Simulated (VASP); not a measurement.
# Rh (Fm-3m) in VASP: further runs, part 3 of 3

VASP 6.6.1. Earlier steps stand in the parts before.

## Step 5: Single point, r2SCAN

Input file POSCAR:

```
Rh
1.0
    0.0000000000      1.9008071574      1.9008071574
    1.9008071574      0.0000000000      1.9008071574
    1.9008071574      1.9008071574      0.0000000000
Rh
1
Direct
    0.0000000000      0.0000000000      0.0000000000
```

Input file INCAR.step1:

```
SYSTEM = Rh
  ALGO = Normal
  EDIFF = 1E-4
  ENCUT = 520
  GGA = PE
  ISMEAR = -1
  LASPH = .TRUE.
  LCHARG = .FALSE.
  LREAL = .FALSE.
  LWAVE = .TRUE.
  NBANDS = 14
  NELM = 80
  PREC = Accurate
  SIGMA = 0.1
```

Input file INCAR.step2:

```
SYSTEM = Rh
  ALGO = Normal
  EDIFF = 1E-6
  ENCUT = 520
  ISIF = 2
  ISMEAR = -1
  ISTART = 1
  LASPH = .TRUE.
  LCHARG = .TRUE.
  LELF = .TRUE.
  LMIXTAU = .TRUE.
  LREAL = .FALSE.
  LVHAR = .TRUE.
  LWAVE = .FALSE.
  METAGGA = R2SCAN
  NBANDS = 14
  NELM = 80
  PREC = Accurate
  SIGMA = 0.1
```

Input file KPOINTS:

```
k-points
0
G
  15 15 15
  0 0 0
```

Potentials or basis: VASP PAW PBE potentials, release 64 (Rh_pv).

Command:

```console
$ cat potpaw_PBE.64/Rh_pv/POTCAR > POTCAR
$ cp INCAR.step1 INCAR
$ mpirun -np 1 vasp_std > vasp.out
$ cp INCAR.step2 INCAR
$ mpirun -np 1 vasp_std > vasp.out
```

OUTCAR:

```text
SYSTEM = Rh
   EDIFF = 1E-6
   ENCUT = 520
   ISIF = 2
   ISMEAR = -1
   ISTART = 1
   LASPH = .TRUE.
   LREAL = .FALSE.
   METAGGA = R2SCAN
   NELM = 80
   PREC = Accurate

 ion  position               nearest neighbor table
   1  0.000  0.000  0.000-

  LATTYP: Found a face centered cubic cell.
 ALAT       =     3.8016143148

  Lattice vectors:

 A1 = (   0.0000000000,   1.9008071574,   1.9008071574)
 A2 = (   1.9008071574,   0.0000000000,   1.9008071574)
 A3 = (   1.9008071574,   1.9008071574,   0.0000000000)

Analysis of symmetry for initial positions (statically):
=====================================================================
 Subroutine PRICEL returns:
 Original cell was already a primitive cell.

 Routine SETGRP: Setting up the symmetry group for a
 face centered cubic supercell.

 Subroutine GETGRP returns: Found 48 space group operations
 (whereof 48 operations were pure point group operations)
 out of a pool of 48 trial point group operations.

The static configuration has the point symmetry O_h .

Analysis of symmetry for dynamics (positions and initial velocities):
=====================================================================
 Subroutine PRICEL returns:
 Original cell was already a primitive cell.

 Routine SETGRP: Setting up the symmetry group for a
 face centered cubic supercell.

 Subroutine GETGRP returns: Found 48 space group operations
 (whereof 48 operations were pure point group operations)
 out of a pool of 48 trial point group operations.

The dynamic configuration has the point symmetry O_h .

 Subroutine INISYM returns: Found 48 space group operations
 (whereof 48 operations are pure point group operations),
 and found     1 'primitive' translations

----------------------------------------------------------------------------------------

                                     Primitive cell

  volume of cell :      13.7355

  direct lattice vectors                    reciprocal lattice vectors
     0.000000000  1.900807157  1.900807157    -0.263046148  0.263046148  0.263046148
     1.900807157  0.000000000  1.900807157     0.263046148 -0.263046148  0.263046148
     1.900807157  1.900807157  0.000000000     0.263046148  0.263046148 -0.263046148

  length of vectors
     2.688147261  2.688147261  2.688147261     0.455609292  0.455609292  0.455609292

  position of ions in fractional coordinates (direct lattice)
     0.000000000  0.000000000  0.000000000

  ion indices of the primitive-cell ions
   primitive index   ion index
                 1           1

----------------------------------------------------------------------------------------

 KPOINTS: k-points

Automatic generation of k-mesh.
 Grid dimensions read from file:
 generate k-points for:   15   15   15

 Generating k-lattice:

  Cartesian coordinates                     Fractional coordinates (reciprocal lattice)
    -0.017536410  0.017536410  0.017536410     0.066666667  0.000000000  0.000000000
     0.017536410 -0.017536410  0.017536410     0.000000000  0.066666667  0.000000000
     0.017536410  0.017536410 -0.017536410     0.000000000  0.000000000  0.066666667

  Length of vectors
     0.030373953  0.030373953  0.030373953

  Shift w.r.t. Gamma in fractional coordinates (k-lattice)
     0.000000000  0.000000000  0.000000000

 Subroutine IBZKPT returns following result:
 ===========================================

 Found    120 irreducible k-points:

 Following reciprocal coordinates:
            Coordinates               Weight
  0.000000  0.000000  0.000000      1.000000
  0.066667  0.000000  0.000000      8.000000
  0.133333  0.000000  0.000000      8.000000
  0.200000  0.000000  0.000000      8.000000
  0.266667  0.000000  0.000000      8.000000
  0.333333  0.000000  0.000000      8.000000
[... 16 lines left out ...]
  0.133333  0.133333  0.000000      6.000000
  0.200000  0.133333  0.000000     24.000000
 [... further k-points ...]
   k-points           NKPTS =    120   k-points in BZ     NKDIM =    120   number of bands    NBANDS=     14
   number of dos      NEDOS =    301   number of ions     NIONS =      1
   total plane-waves  NPLWV =   8000
   dimension x,y,z NGX =    20 NGY =   20 NGZ =   20
   dimension x,y,z NGXF=    40 NGYF=   40 NGZF=   40
   ions per type =               1
   NGX,Y,Z   is equivalent  to a cutoff of  12.37, 12.37, 12.37 a.u.
   NGXF,Y,Z  is equivalent  to a cutoff of  24.74, 24.74, 24.74 a.u.
 SYSTEM =  Rh
   PREC   = accura    normal or accurate (medium, high low for compatibility)
   ISTART =      1    job   : 0-new  1-cont  2-samecut
   ICHARG =      0    charge: 1-file 2-atom 10-const
   ISPIN  =      1    spin polarized calculation?
   LNONCOLLINEAR =      F non collinear calculations
   LSORBIT =      F    spin-orbit coupling
   LASPH  =      T    aspherical Exc in radial PAW
   ENCUT  =  520.0 eV  38.22 Ry    6.18 a.u.   5.00  5.00  5.00*2*pi/ulx,y,z
   NELM   =     80;   NELMIN=  2; NELMDL=  0     # of ELM steps
   EDIFF  = 0.1E-05   stopping-criterion for ELM
   LREAL  =      F    real-space projection
   EDIFFG = 0.1E-04   stopping-criterion for IOM
   NSW    =      0    number of steps for IOM
   IBRION =     -1    ionic relax: 0-MD 1-quasi-New 2-CG
   NFREE  =      0    steps in history (QN), initial steepest desc. (CG)
   ISIF   =      2    stress and relaxation
   ISYM   =      2    0-nonsym 1-usesym 2-fastsym
   POTIM  = 0.5000    time-step for ionic-motion
   TEBEG  =    0.0;   TEEND  =   0.0 temperature during run
   PSTRESS=    0.0 pullay stress
   NELECT =      15.0000    total number of electrons
   NUPDOWN=      -1.0000    fix difference up-down
   EMIN   =  10.00;   EMAX   =-10.00  energy-range for DOS
   EFERMI =   0.00;   METHOD = LEGACY
   ISMEAR =    -1;   SIGMA  =   0.10  broadening in eV -4-tet -1-fermi 0-gaus
   EFERMI_NEDOS =   21; number of points for ismear=-14 and -15
   IALGO  =     38    algorithm
   IMIX   =      4    mixing-type and parameters
     AMIX     =   0.40;   BMIX     =  1.00
     AMIX_MAG =   1.60;   BMIX_MAG =  1.00
  volume/ion in A,a.u.               =      13.74        92.69
  Fermi-wavevector in a.u.,A,eV,Ry     =   1.685869  3.185831 38.669863  2.842155
  Thomas-Fermi vector in A             =   2.768636
   LORBIT       =      0    0 simple, 1 ext, 2 COOP (PROOUT), +10 PAW based schemes
   METAGGA = R2SCAN    functional components
   LHFCALC =     F    Hartree Fock is set to
   AEXX    =    0.0000 exact exchange contribution
   IVDW    =     0    specifies the selected vdW correction
   LEPSILON=     F    determine dielectric tensor
   LRPA    =     F    only Hartree local field effects (RPA)
 non-spin polarized calculation
  energy-cutoff  :      520.00
  volume of cell :       13.74
 maximum number of plane-waves:       378
   NGX =  9   NGY =  9   NGZ =  9

 number of electron      15.0000007 magnetization

 Free energy of the ion-electron system (eV)
  ---------------------------------------------------
  ext. energy  EPLUGINS =         0.00000000
  ---------------------------------------------------
  free energy    TOTEN  =       -24.15785511 eV

  energy without entropy =      -24.11599670  energy(sigma->0) =      -24.13692590

 E-fermi :  11.7433     XC(G=0): -15.2144

 val. band max:       11.7402083159   @ k =  -0.4667   0.4000   0.0000
 cond. band min:      11.7435975590   @ k =   0.3333   0.1333   0.0000
 fundamental gap:      0.0033892431
 Fermi energy:        11.7433087421

 k-point     1 :       0.0000    0.0000    0.0000
  band No.  band energies     occupation
      1     -36.0416      2.00000
      2     -36.0416      2.00000
      3     -36.0416      2.00000
      4       3.5625      2.00000
      5       8.5725      2.00000
      6       8.5725      2.00000
      7       8.5725      2.00000
      8      10.6763      1.99995
      9      10.6763      1.99995
     10      28.4663      0.00000
     11      29.1249      0.00000
     12      34.2238      0.00000
     13      34.2238      0.00000
     14      34.2238      0.00000
[... 375 lines left out ...]
 k-point    24 :       0.2000    0.1333    0.0000
  band No.  band energies     occupation
      1     -36.2666      2.00000
      2     -36.1146      2.00000
      3     -36.1080      2.00000
      4       5.0710      2.00000
      5       7.6978      2.00000
      6       9.2313      2.00000
      7       9.3194      2.00000
      8       9.9930      2.00000
      9      11.0503      1.99805
     10      29.1240      0.00000
     11      30.4696      0.00000
     12      31.0740      0.00000
     13      33.8885      0.00000
     14      34.4233      0.00000

 [... further k-points ...]
[... 5 lines left out ...]
  --------------------------------------------------------------------------------------
  -------------------------------------------------------------------------------------
  Total        0.0978433      0.0978433      0.0978433      0.0000000      0.0000000      0.0000000
  in kB       11.4129429     11.4129429     11.4129429      0.0000000      0.0000000      0.0000000
  external PRESSURE =      11.4129429 kB  Pullay stress =       0.0000000 kB

 VOLUME and BASIS-vectors are now :
 -----------------------------------------------------------------------------
  energy-cutoff  :      520.00
  volume of cell :       13.74
      direct lattice vectors                 reciprocal lattice vectors
     0.000000000  1.900807157  1.900807157    -0.263046148  0.263046148  0.263046148
     1.900807157  0.000000000  1.900807157     0.263046148 -0.263046148  0.263046148
     1.900807157  1.900807157  0.000000000     0.263046148  0.263046148 -0.263046148

 POSITION                                       TOTAL-FORCE (eV/Angst)
 -----------------------------------------------------------------------------------
      0.00000      0.00000      0.00000         0.000000      0.000000      0.000000
 -----------------------------------------------------------------------------------
    total drift:                                0.000000      0.000000      0.000000

  FREE ENERGIE OF THE ION-ELECTRON SYSTEM (eV)
  ---------------------------------------------------
  free  energy   TOTEN  =       -24.1578551123 eV

  energy  without entropy=      -24.1159966961  energy(sigma->0) =      -24.13692590
```

Wall time 55 s (1 thread of AMD EPYC 7R13, shared host); peak memory 0.14 GiB.

Results:

| Property | Result |
| --- | --- |
| Free energy | -24.1579 eV |
| Pressure | 1.1 GPa |

Levels at points of the mesh, in eV from the Fermi level:
| k point | band 5 | band 6 | band 7 | band 8 | band 9 | band 10 |
| --- | --- | --- | --- | --- | --- | --- |
| (0.00, 0.00, 0.00) | -3.17 | -3.17 | -3.17 | -1.07 | -1.07 | 16.72 |

Caveat: the PAW data sets were made with another functional, which shifts forces and pressure a little.

## Step 6: Single point, r2SCAN

POSCAR is that of step 5.

Input file INCAR.step1:

```
SYSTEM = Rh
PREC = Accurate ; ENCUT = 520
ISMEAR = -1 ; SIGMA = 0.1
LREAL = .FALSE. ; LASPH = .TRUE.
NELM = 80 ; NBANDS = 14
GGA = PE ; ALGO = Normal
EDIFF = 1E-4 ; LWAVE = .TRUE.
LCHARG = .FALSE.
```

Input file INCAR.step2:

```
SYSTEM = Rh
PREC = Accurate ; ENCUT = 520
EDIFF = 1E-6 ; ISMEAR = -1
SIGMA = 0.1 ; LREAL = .FALSE.
LASPH = .TRUE. ; NELM = 80
ALGO = Normal ; ISIF = 2
LWAVE = .FALSE. ; LCHARG = .FALSE.
METAGGA = R2SCAN ; LMIXTAU = .TRUE.
NBANDS = 14 ; ISTART = 1
```

Input file KPOINTS:

```
Automatic mesh
0
G
  21 21 21
  0 0 0
```

Potentials or basis: VASP PAW PBE potentials, release 64 (Rh_pv).

Command:

```console
$ cat potpaw_PBE.64/Rh_pv/POTCAR > POTCAR
$ cp INCAR.step1 INCAR
$ mpirun -np 1 vasp_std > vasp.out
$ cp INCAR.step2 INCAR
$ mpirun -np 1 vasp_std > vasp.out
```

Wall time 2 min (1 thread of AMD EPYC 7R13, shared host); peak memory 0.17 GiB.

It converged, with:

| Item | Value |
| --- | --- |
| Free energy | -24.1579 eV |
| Pressure | 1.2 GPa |

Levels at points of the mesh, in eV from the Fermi level:
```tsv
k point	band 3	band 4	band 5	band 6	band 7	band 8	band 9	band 10	band 11	band 12
(0.00, 0.00, 0.00)	-47.78	-8.18	-3.17	-3.17	-3.17	-1.06	-1.06	16.72	17.39	22.48
```

Caveat: the PAW data sets were made with another functional, which shifts forces and pressure a little.

## Step 7: Overview

```csv
k mesh,smearing,gap on the mesh (eV),pressure (GPa)
14 × 14 × 14,methfessel-paxton 0.03 eV,none,0.8
14 × 14 × 14,methfessel-paxton 0.1 eV,none,0.8
14 × 14 × 14,methfessel-paxton 1 eV,none,1.7
15 × 15 × 15,fermi-dirac 0.1 eV,none,1.1
21 × 21 × 21,fermi-dirac 0.1 eV,none,1.2
```

Alike in all rows: task single point; level r2SCAN; potentials or basis VASP PAW PBE potentials, release 64 (Rh_pv); no spin polarisation; cell as given; cutoff (eV) 520.

Every run on the cell as given and a fine mesh finds a metal.

Caveats: the PAW data sets were made with another functional, which shifts forces and pressure a little.

Absolute energies hang on the potentials; compare differences alone.
